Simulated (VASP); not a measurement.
# ZnCu (Pm-3m) in VASP: further runs, part 3 of 3

VASP 6.6.1.

### Step 5. Electric field gradients, r2SCAN

POSCAR

```
ZnCu
1.0
    2.9205539200      0.0000000000      0.0000000000
    0.0000000000      2.9205539200      0.0000000000
    0.0000000000      0.0000000000      2.9205539200
Zn Cu
1 1
Direct
    0.5000000000      0.5000000000      0.5000000000
    0.0000000000      0.0000000000      0.0000000000
```

INCAR.step1

```
SYSTEM = ZnCu
PREC = Accurate
ENCUT = 520
ISMEAR = -1
SIGMA = 0.05
LREAL = .FALSE.
LASPH = .TRUE.
NELM = 100
NBANDS = 18
GGA = PE
ALGO = Normal
EDIFF = 1E-4
LWAVE = .TRUE.
LCHARG = .FALSE.
```

INCAR.step2

```
SYSTEM = ZnCu
PREC = Accurate
ENCUT = 520
EDIFF = 1E-8
ISMEAR = -1
SIGMA = 0.05
LREAL = .FALSE.
LASPH = .TRUE.
NELM = 100
ALGO = Normal
ISIF = 2
LWAVE = .FALSE.
LCHARG = .FALSE.
METAGGA = R2SCAN
LMIXTAU = .TRUE.
LEFG = .TRUE.
NBANDS = 18
ISTART = 1
```

KPOINTS

```
regular mesh
0
G
  17 17 17
  0 0 0
```

Potentials or basis: VASP PAW PBE potentials, release 64 (Zn, Cu).

Run with:

```sh
cat potpaw_PBE.64/Zn/POTCAR potpaw_PBE.64/Cu/POTCAR > POTCAR
cp INCAR.step1 INCAR
mpirun -np 1 vasp_std > vasp.out
cp INCAR.step2 INCAR
mpirun -np 1 vasp_std > vasp.out
```

OUTCAR:

```text
SYSTEM = ZnCu
   PREC = Accurate
   ENCUT = 520
   EDIFF = 1E-8
   ISMEAR = -1
   LREAL = .FALSE.
   LASPH = .TRUE.
   NELM = 100
   ISIF = 2
   METAGGA = R2SCAN
   ISTART = 1

 ion  position               nearest neighbor table
   1  0.500  0.500  0.500-   2 2.53   2 2.53   2 2.53   2 2.53   2 2.53   2 2.53   2 2.53   2 2.53

   2  0.000  0.000  0.000-   1 2.53   1 2.53   1 2.53   1 2.53   1 2.53   1 2.53   1 2.53   1 2.53

  LATTYP: Found a simple cubic cell.
 ALAT       =     2.9205539200

  Lattice vectors:

 A1 = (   2.9205539200,   0.0000000000,   0.0000000000)
 A2 = (   0.0000000000,   2.9205539200,   0.0000000000)
 A3 = (   0.0000000000,   0.0000000000,   2.9205539200)

Analysis of symmetry for initial positions (statically):
=====================================================================
 Subroutine PRICEL returns:
 Original cell was already a primitive cell.

 Routine SETGRP: Setting up the symmetry group for a
 simple cubic supercell.

 Subroutine GETGRP returns: Found 48 space group operations
 (whereof 48 operations were pure point group operations)
 out of a pool of 48 trial point group operations.

The static configuration has the point symmetry O_h .

Analysis of symmetry for dynamics (positions and initial velocities):
=====================================================================
 Subroutine PRICEL returns:
 Original cell was already a primitive cell.

 Routine SETGRP: Setting up the symmetry group for a
 simple cubic supercell.

 Subroutine GETGRP returns: Found 48 space group operations
 (whereof 48 operations were pure point group operations)
 out of a pool of 48 trial point group operations.

The dynamic configuration has the point symmetry O_h .

 Subroutine INISYM returns: Found 48 space group operations
 (whereof 48 operations are pure point group operations),
 and found     1 'primitive' translations

----------------------------------------------------------------------------------------

                                     Primitive cell

  volume of cell :      24.9113

  direct lattice vectors                    reciprocal lattice vectors
     2.920553920  0.000000000  0.000000000     0.342400800  0.000000000  0.000000000
     0.000000000  2.920553920  0.000000000     0.000000000  0.342400800  0.000000000
     0.000000000  0.000000000  2.920553920     0.000000000  0.000000000  0.342400800

  length of vectors
     2.920553920  2.920553920  2.920553920     0.342400800  0.342400800  0.342400800

  position of ions in fractional coordinates (direct lattice)
     0.500000000  0.500000000  0.500000000
     0.000000000  0.000000000  0.000000000

  ion indices of the primitive-cell ions
   primitive index   ion index
                 1           1
                 2           2

----------------------------------------------------------------------------------------

 KPOINTS: regular mesh

[... 73 lines left out ...]
   ISIF   =      2    stress and relaxation
   ISYM   =      2    0-nonsym 1-usesym 2-fastsym
   POTIM  = 0.5000    time-step for ionic-motion
   TEBEG  =    0.0;   TEEND  =   0.0 temperature during run
   PSTRESS=    0.0 pullay stress
   NELECT =      23.0000    total number of electrons
   NUPDOWN=      -1.0000    fix difference up-down
   EMIN   =  10.00;   EMAX   =-10.00  energy-range for DOS
   EFERMI =   0.00;   METHOD = LEGACY
   ISMEAR =    -1;   SIGMA  =   0.05  broadening in eV -4-tet -1-fermi 0-gaus
   EFERMI_NEDOS =   21; number of points for ismear=-14 and -15
   IALGO  =     38    algorithm
   IMIX   =      4    mixing-type and parameters
     AMIX     =   0.40;   BMIX     =  1.00
     AMIX_MAG =   1.60;   BMIX_MAG =  1.00
  volume/ion in A,a.u.               =      12.46        84.05
  Fermi-wavevector in a.u.,A,eV,Ry     =   1.594112  3.012435 34.575039  2.541194
  Thomas-Fermi vector in A             =   2.692237
   LORBIT       =      0    0 simple, 1 ext, 2 COOP (PROOUT), +10 PAW based schemes
   METAGGA = R2SCAN    functional components
   LHFCALC =     F    Hartree Fock is set to
   AEXX    =    0.0000 exact exchange contribution
   IVDW    =     0    specifies the selected vdW correction
   LEPSILON=     F    determine dielectric tensor
   LRPA    =     F    only Hartree local field effects (RPA)
 non-spin polarized calculation
  energy-cutoff  :      520.00
  volume of cell :       24.91
 maximum number of plane-waves:       695
 NGX is ok and might be reduce to    24
   NGX = 11   NGY = 11   NGZ = 11

 number of electron      22.9999986 magnetization

 Free energy of the ion-electron system (eV)
  ---------------------------------------------------
  ext. energy  EPLUGINS =         0.00000000
  ---------------------------------------------------
  free energy    TOTEN  =       -19.94018374 eV

  energy without entropy =      -19.93560289  energy(sigma->0) =      -19.93789331

 E-fermi :   5.5999     XC(G=0): -13.6896

 val. band max:        5.5487973436   @ k =   0.3529   0.2353   0.1176
 cond. band min:       5.6158944723   @ k =   0.4706   0.4118   0.2353
 fundamental gap:      0.0670971286
 Fermi energy:         5.5999138917

 k-point     1 :       0.0000    0.0000    0.0000
  band No.  band energies     occupation
      1      -5.3538      2.00000
      2      -2.6445      2.00000
      3      -2.6445      2.00000
      4      -1.8712      2.00000
      5      -1.8712      2.00000
      6      -1.8712      2.00000
[... 481 lines left out ...]
      5      -1.8356      2.00000
      6      -0.6842      2.00000
[... 10 lines left out ...]
     17      20.3003      0.00000
     18      21.5601      0.00000

 [... further k-points ...]

------------------------ aborting loop because EDIFF is reached ----------------------------------------

  FORCE on cell =-STRESS in cart. coord.  units (eV):
  Direction    XX          YY          ZZ          XY          YZ          ZX
  --------------------------------------------------------------------------------------
  -------------------------------------------------------------------------------------
  Total        0.0640937      0.0640937      0.0640937      0.0000000     -0.0000000      0.0000000
  in kB        4.1222122      4.1222122      4.1222122      0.0000000     -0.0000000      0.0000000
  external PRESSURE =       4.1222122 kB  Pullay stress =       0.0000000 kB

 VOLUME and BASIS-vectors are now :
 -----------------------------------------------------------------------------
  energy-cutoff  :      520.00
  volume of cell :       24.91
      direct lattice vectors                 reciprocal lattice vectors
     2.920553920  0.000000000  0.000000000     0.342400800  0.000000000  0.000000000
     0.000000000  2.920553920  0.000000000     0.000000000  0.342400800  0.000000000
     0.000000000  0.000000000  2.920553920     0.000000000  0.000000000  0.342400800

 POSITION                                       TOTAL-FORCE (eV/Angst)
 -----------------------------------------------------------------------------------
      1.46028      1.46028      1.46028         0.000000      0.000000      0.000000
      0.00000      0.00000      0.00000         0.000000      0.000000      0.000000
 -----------------------------------------------------------------------------------
    total drift:                                0.000000      0.000000     -0.000000

  FREE ENERGIE OF THE ION-ELECTRON SYSTEM (eV)
  ---------------------------------------------------
  free  energy   TOTEN  =       -19.9401837363 eV

  energy  without entropy=      -19.9356028918  energy(sigma->0) =      -19.93789331

 Electric field gradients (V/A^2)
---------------------------------------------------------------------
 ion       V_xx      V_yy      V_zz      V_xy      V_xz      V_yz
---------------------------------------------------------------------
   1       0.000    -0.000    -0.000     0.000    -0.000    -0.000
   2       0.000     0.000     0.000     0.000     0.000     0.000
---------------------------------------------------------------------

 Electric field gradients after diagonalization (V/A^2)
 (convention: |V_zz| > |V_xx| > |V_yy|)
----------------------------------------------------------------------
 ion       V_xx      V_yy      V_zz     asymmetry (V_yy - V_xx)/ V_zz
----------------------------------------------------------------------
   1      -0.000     0.000    -0.000      -0.373
   2       0.000     0.000     0.000      -0.181
----------------------------------------------------------------------

           NMR quadrupolar parameters

 Cq : quadrupolar parameter    Cq=e*Q*V_zz/h
 eta: asymmetry parameters     (V_yy - V_xx)/ V_zz
 Q  : nuclear electric quadrupole moment in mb (millibarn)
----------------------------------------------------------------------
 ion       Cq(MHz)       eta       Q (mb)
----------------------------------------------------------------------
   1      -0.000      -0.373       1.000
   2       0.000      -0.181       1.000
----------------------------------------------------------------------
```

It took 2.8 min on 1 thread of AMD EPYC 9R45 (Zen 5), shared host; peak memory 0.17 GiB.

Results:

```
Free energy                             : -19.9402 eV
Pressure                                : 0.4 GPa
Band gap on the k mesh                  : zero (an odd number of electrons rules out a gap without spin polarisation)
Largest electric field gradient by atom : under 0.05 V/Å² on every atom
```

Levels at points of the mesh, in eV from the Fermi level:
| k point | band 7 | band 8 | band 9 | band 10 | band 11 | band 12 | band 13 | band 14 | band 15 | band 16 |
| --- | --- | --- | --- | --- | --- | --- | --- | --- | --- | --- |
| (0.00, 0.00, 0.00) | -3.80 | -3.80 | -2.88 | -2.88 | -2.88 | 6.73 | 6.73 | 6.73 | 11.68 | 11.68 |

Caveat: the PAW data sets were made with another functional, which shifts forces and pressure a little.

### Step 6. The runs side by side

```tsv
k mesh	gap on the mesh (eV)	pressure (GPa)
4 × 4 × 4	none	-0.4
6 × 6 × 6	none	0.9
9 × 9 × 9	none	0.7
17 × 17 × 17	none	0.4
```

Alike in all rows: task electric field gradients; level r2SCAN; potentials or basis VASP PAW PBE potentials, release 64 (Zn, Cu); no spin polarisation; cell as given; cutoff (eV) 520; smearing fermi-dirac 0.05 eV.

Caveats: some runs use coarse meshes; the PAW data sets were made with another functional, which shifts forces and pressure a little.

Total energies depend on the potentials used, so only differences within one code and one set of settings carry meaning.

The gap in the log of VASP goes by the Fermi energy; the results here count the filled bands.